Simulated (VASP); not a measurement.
# Al2GaSb3 (I-4m2) in VASP: single point with PBE

Aim: the single point of Al2GaSb3 with PBE.

Everything below comes from runs of VASP 6.6.1. Logs are shortened: lines on timing, memory, paths and dates and some standing lists are left out, and cuts for length are marked.

### 1 The cell of the first run

It takes space group I-4m2 (No. 119, tetragonal). Conventional cell: a = 4.400 Å, b = 4.400 Å, c = 18.660 Å, α = 90.00°, β = 90.00°, γ = 90.00°. Within 3.6 Å of Al (site symmetry 2mm) lie 4 Sb at 2.69 to 2.70 Å. Within 3.6 Å of Ga (site symmetry -4m2) lie 4 Sb at 2.69 Å. Within 3.6 Å of Sb (site symmetry -4m2) lie 4 Al at 2.70 Å. Sb (site symmetry 2mm) has 2 Ga at 2.69 Å and 2 Al at 2.69 Å within 3.6 Å.

### 2 Single point, PBE

Contents of INCAR:

```
ALGO = Normal
EDIFF = 1E-6
ENCUT = 520
GGA = PE
ISIF = 2
ISMEAR = 0
LASPH = True
LCHARG = False
LREAL = False
LWAVE = False
NBANDS = 26
NELM = 100
PREC = Accurate
SIGMA = 0.1
```

Contents of KPOINTS:

```
k-points
0
Gamma
  6 6 6
```

Contents of POSCAR:

```
Al2GaSb3
1.0
   -2.1999589000      2.1999589000      9.3299394000
    2.1999589000     -2.1999589000      9.3299394000
    2.1999589000      2.1999589000     -9.3299394000
Al Ga Sb
2 1 3
Direct
    0.6664720000      0.6664720000      0.0000000000
    0.3335280000      0.3335280000      0.0000000000
    0.0000000000      0.0000000000      0.0000000000
    0.2500000000      0.7500000000      0.5000000000
    0.9167670000      0.4167670000      0.5000000000
    0.5832330000      0.0832330000      0.5000000000
```

Potentials or basis: VASP PAW PBE potentials, release 64 (Al, Ga_d, Sb).

Started as:

```bash
cat potpaw_PBE.64/Al/POTCAR potpaw_PBE.64/Ga_d/POTCAR potpaw_PBE.64/Sb/POTCAR > POTCAR
mpirun -np 1 vasp_std > vasp.out
```

OUTCAR:

```text
EDIFF = 1E-6
   ENCUT = 520
   GGA = PE
   ISIF = 2
   ISMEAR = 0
   LASPH = True
   LREAL = False
   NELM = 100
   PREC = Accurate

 ion  position               nearest neighbor table
   1  0.666  0.666  0.000-   6 2.69   6 2.69   4 2.70   4 2.70
   2  0.334  0.334  0.000-   5 2.69   5 2.69   4 2.70   4 2.70
   3  0.000  0.000  0.000-   6 2.69   5 2.69   6 2.69   5 2.69
   4  0.250  0.750  0.500-   1 2.70   2 2.70   2 2.70   1 2.70
   5  0.917  0.417  0.500-   3 2.69   3 2.69   2 2.69   2 2.69
   6  0.583  0.083  0.500-   3 2.69   3 2.69   1 2.69   1 2.69

  LATTYP: Found a body centered tetragonal cell.
 ALAT       =     4.3999178000
 C/A-ratio  =     4.2409607743

  Lattice vectors:

 A1 = (  -2.1999589000,   2.1999589000,   9.3299394000)
 A2 = (   2.1999589000,  -2.1999589000,   9.3299394000)
 A3 = (   2.1999589000,   2.1999589000,  -9.3299394000)

Analysis of symmetry for initial positions (statically):
=====================================================================
 Subroutine PRICEL returns:
 Original cell was already a primitive cell.

 Routine SETGRP: Setting up the symmetry group for a
 body centered tetragonal supercell.

 Subroutine GETGRP returns: Found  8 space group operations
 (whereof  8 operations were pure point group operations)
 out of a pool of 16 trial point group operations.

The static configuration has the point symmetry D_2d.

Analysis of symmetry for dynamics (positions and initial velocities):
=====================================================================
 Subroutine PRICEL returns:
 Original cell was already a primitive cell.

 Routine SETGRP: Setting up the symmetry group for a
 body centered tetragonal supercell.

 Subroutine GETGRP returns: Found  8 space group operations
 (whereof  8 operations were pure point group operations)
 out of a pool of 16 trial point group operations.

The dynamic configuration has the point symmetry D_2d.

 Subroutine INISYM returns: Found  8 space group operations
 (whereof  8 operations are pure point group operations),
 and found     1 'primitive' translations

----------------------------------------------------------------------------------------

                                     Primitive cell

  volume of cell :     180.6209

  direct lattice vectors                    reciprocal lattice vectors
    -2.199958900  2.199958900  9.329939400     0.000000000  0.227276973  0.053590916
     2.199958900 -2.199958900  9.329939400     0.227276973  0.000000000  0.053590916
     2.199958900  2.199958900 -9.329939400     0.227276973  0.227276973  0.000000000

  length of vectors
     9.835009280  9.835009280  9.835009280     0.233509762  0.233509762  0.321418178

  position of ions in fractional coordinates (direct lattice)
     0.666472000  0.666472000  0.000000000
     0.333528000  0.333528000  0.000000000
     0.000000000  0.000000000  0.000000000
     0.250000000  0.750000000  0.500000000
     0.916767000  0.416767000  0.500000000
     0.583233000  0.083233000  0.500000000

  ion indices of the primitive-cell ions
   primitive index   ion index
                 1           1
                 2           2
                 3           3
                 4           4
                 5           5
                 6           6

----------------------------------------------------------------------------------------

 KPOINTS: k-points

Automatic generation of k-mesh.
 Grid dimensions read from file:
 generate k-points for:    6    6    6

 Generating k-lattice:

  Cartesian coordinates                     Fractional coordinates (reciprocal lattice)
     0.000000000  0.037879496  0.008931819     0.166666667  0.000000000  0.000000000
     0.037879496  0.000000000  0.008931819     0.000000000  0.166666667  0.000000000
     0.037879496  0.037879496  0.000000000     0.000000000  0.000000000  0.166666667

  Length of vectors
     0.038918294  0.038918294  0.053569696

  Shift w.r.t. Gamma in fractional coordinates (k-lattice)
     0.000000000  0.000000000  0.000000000

 Subroutine IBZKPT returns following result:
 ===========================================

 Found     30 irreducible k-points:

 Following reciprocal coordinates:
            Coordinates               Weight
  0.000000  0.000000  0.000000      1.000000
  0.166667  0.000000 -0.000000      8.000000
  0.333333  0.000000  0.000000      8.000000
  0.500000  0.000000 -0.000000      4.000000
  0.166667  0.166667 -0.000000      8.000000
  0.333333  0.166667 -0.000000     16.000000
[... 16 lines left out ...]
 -0.333333 -0.333333  0.166667      8.000000
 -0.166667 -0.333333  0.166667      8.000000
 [... further k-points ...]
   k-points           NKPTS =     30   k-points in BZ     NKDIM =     30   number of bands    NBANDS=     26
   number of dos      NEDOS =    301   number of ions     NIONS =      6
   total plane-waves  NPLWV = 512000
   dimension x,y,z NGX =    80 NGY =   80 NGZ =   80
   dimension x,y,z NGXF=   160 NGYF=  160 NGZF=  160
   ions per type =               2   1   3
   NGX,Y,Z   is equivalent  to a cutoff of  13.52, 13.52, 13.52 a.u.
   NGXF,Y,Z  is equivalent  to a cutoff of  27.05, 27.05, 27.05 a.u.
 SYSTEM =  unknown system
   PREC   = accura    normal or accurate (medium, high low for compatibility)
   ISTART =      0    job   : 0-new  1-cont  2-samecut
   ICHARG =      2    charge: 1-file 2-atom 10-const
   ISPIN  =      1    spin polarized calculation?
   LNONCOLLINEAR =      F non collinear calculations
   LSORBIT =      F    spin-orbit coupling
   LASPH  =      T    aspherical Exc in radial PAW
   ENCUT  =  520.0 eV  38.22 Ry    6.18 a.u.  18.29 18.29 18.29*2*pi/ulx,y,z
   NELM   =    100;   NELMIN=  2; NELMDL= -5     # of ELM steps
   EDIFF  = 0.1E-05   stopping-criterion for ELM
   LREAL  =      F    real-space projection
[... 7 lines left out ...]
   TEBEG  =    0.0;   TEEND  =   0.0 temperature during run
   PSTRESS=    0.0 pullay stress
   NELECT =      34.0000    total number of electrons
   NUPDOWN=      -1.0000    fix difference up-down
   EMIN   =  10.00;   EMAX   =-10.00  energy-range for DOS
   EFERMI =   0.00;   METHOD = LEGACY
   ISMEAR =     0;   SIGMA  =   0.10  broadening in eV -4-tet -1-fermi 0-gaus
   EFERMI_NEDOS =   21; number of points for ismear=-14 and -15
   IALGO  =     38    algorithm
   IMIX   =      4    mixing-type and parameters
     AMIX     =   0.40;   BMIX     =  1.00
     AMIX_MAG =   1.60;   BMIX_MAG =  1.00
  volume/ion in A,a.u.               =      30.10       203.15
  Fermi-wavevector in a.u.,A,eV,Ry     =   0.938235  1.773008 11.977014  0.880286
  Thomas-Fermi vector in A             =   2.065427
   LORBIT       =      0    0 simple, 1 ext, 2 COOP (PROOUT), +10 PAW based schemes
   GGA     = PE    functional components
   LHFCALC =     F    Hartree Fock is set to
   AEXX    =    0.0000 exact exchange contribution
   IVDW    =     0    specifies the selected vdW correction
   LEPSILON=     F    determine dielectric tensor
   LRPA    =     F    only Hartree local field effects (RPA)
 non-spin polarized calculation
 Gauss-broadening in eV      SIGMA  =   0.10
  energy-cutoff  :      520.00
  volume of cell :      180.62
 maximum number of plane-waves:      4903
 NGX is ok and might be reduce to    80
   NGX = 37   NGY = 37   NGZ = 37

 number of electron      33.9999997 magnetization

 Free energy of the ion-electron system (eV)
  ---------------------------------------------------
  ext. energy  EPLUGINS =         0.00000000
  ---------------------------------------------------
  free energy    TOTEN  =       -23.76976197 eV

  energy without entropy =      -23.76976186  energy(sigma->0) =      -23.76976191

 E-fermi :   4.7125     XC(G=0):  -8.6152

 val. band max:        4.4050371304   @ k =   0.0000   0.0000   0.0000
 cond. band min:       5.0053236348   @ k =   0.0000   0.0000   0.0000
 fundamental gap:      0.6002865044
 Fermi energy:         4.7125471211

 k-point     1 :       0.0000    0.0000    0.0000
  band No.  band energies     occupation
      1     -10.3704      2.00000
      2     -10.3432      2.00000
      3     -10.3432      2.00000
      4     -10.3161      2.00000
      5     -10.3075      2.00000
      6      -6.3212      2.00000
[... 18 lines left out ...]
     25       7.3849      0.00000
     26      10.5704      0.00000

 k-point     2 :       0.1667    0.0000   -0.0000
  band No.  band energies     occupation
      1     -10.3681      2.00000
      2     -10.3461      2.00000
      3     -10.3430      2.00000
      4     -10.3153      2.00000
      5     -10.3084      2.00000
      6      -6.1448      2.00000
[... 18 lines left out ...]
     25       8.2692      0.00000
     26       9.3110      0.00000

 k-point     3 :       0.3333    0.0000    0.0000
  band No.  band energies     occupation
      1     -10.3645      2.00000
      2     -10.3512      2.00000
      3     -10.3425      2.00000
      4     -10.3134      2.00000
      5     -10.3101      2.00000
      6      -5.6547      2.00000
[... 18 lines left out ...]
     25       8.7947      0.00000
     26       9.5400      0.00000

 k-point     4 :       0.5000    0.0000   -0.0000
  band No.  band energies     occupation
      1     -10.3636      2.00000
      2     -10.3529      2.00000
      3     -10.3423      2.00000
      4     -10.3124      2.00000
      5     -10.3110      2.00000
      6      -5.1019      2.00000
[... 18 lines left out ...]
     25       8.6015      0.00000
     26       8.7893      0.00000
[... 496 lines left out ...]
      1     -10.3645      2.00000
      2     -10.3512      2.00000
      3     -10.3425      2.00000
      4     -10.3134      2.00000
      5     -10.3101      2.00000
      6      -5.5757      2.00000
[... 18 lines left out ...]
     25       9.4395      0.00000
     26      10.0117      0.00000

 k-point    23 :      -0.3333   -0.3333    0.1667
  band No.  band energies     occupation
      1     -10.3662      2.00000
      2     -10.3482      2.00000
      3     -10.3428      2.00000
      4     -10.3146      2.00000
      5     -10.3093      2.00000
      6      -5.8595      2.00000
[... 18 lines left out ...]
     25       8.9618      0.00000
     26       9.0337      0.00000

 k-point    24 :      -0.1667   -0.3333    0.1667
  band No.  band energies     occupation
      1     -10.3681      2.00000
      2     -10.3461      2.00000
      3     -10.3430      2.00000
      4     -10.3153      2.00000
      5     -10.3084      2.00000
      6      -6.0771      2.00000
[... 18 lines left out ...]
     25       8.4706      0.00000
     26       9.0339      0.00000

 [... further k-points ...]
[... 5 lines left out ...]
  --------------------------------------------------------------------------------------
  -------------------------------------------------------------------------------------
  Total        0.2174781      0.2174781      0.0464871      0.0000000      0.0000000      0.0000000
  in kB        1.9291152      1.9291152      0.4123590      0.0000000      0.0000000      0.0000000
  external PRESSURE =       1.4235298 kB  Pullay stress =       0.0000000 kB

 VOLUME and BASIS-vectors are now :
 -----------------------------------------------------------------------------
  energy-cutoff  :      520.00
  volume of cell :      180.62
      direct lattice vectors                 reciprocal lattice vectors
    -2.199958900  2.199958900  9.329939400     0.000000000  0.227276973  0.053590916
     2.199958900 -2.199958900  9.329939400     0.227276973  0.000000000  0.053590916
     2.199958900  2.199958900 -9.329939400     0.227276973  0.227276973  0.000000000

 POSITION                                       TOTAL-FORCE (eV/Angst)
 -----------------------------------------------------------------------------------
      0.00000      0.00000     12.43629         0.000000      0.000000     -0.000076
      0.00000      0.00000      6.22359         0.000000      0.000000      0.000076
      0.00000      0.00000      0.00000         0.000000      0.000000      0.000000
      2.19996      0.00000      4.66497         0.000000      0.000000      0.000000
      0.00000      2.19996      7.77682        -0.000000     -0.000000      0.009672
      0.00000      2.19996      1.55312        -0.000000     -0.000000     -0.009672
 -----------------------------------------------------------------------------------
    total drift:                                0.000000     -0.000000      0.000000

  FREE ENERGIE OF THE ION-ELECTRON SYSTEM (eV)
  ---------------------------------------------------
  free  energy   TOTEN  =       -23.7697619651 eV

  energy  without entropy=      -23.7697618636  energy(sigma->0) =      -23.76976191
```

Wall time 19 min (1 thread of Intel Xeon 8259CL, shared host); peak memory 0.99 GiB.

What came out:

```yaml
Free_energy: -23.7698 eV
Pressure: 0.1 GPa
Largest_force: 0.010 eV/Å
Band_gap_on_the_k_mesh: 0.60 eV
```

Forces in eV/Å, atoms in the order of the input:
```
Al   0.000  0.000  0.000
Al   0.000  0.000  0.000
Ga   0.000  0.000  0.000
Sb   0.000  0.000  0.000
Sb   0.000  0.000  0.010
Sb   0.000  0.000 -0.010
```

Caveat: semilocal functionals underestimate gaps, and a narrow one can read as zero; spin-orbit coupling is left out, which moves the levels of the heavy elements. A k mesh can miss the band edges.
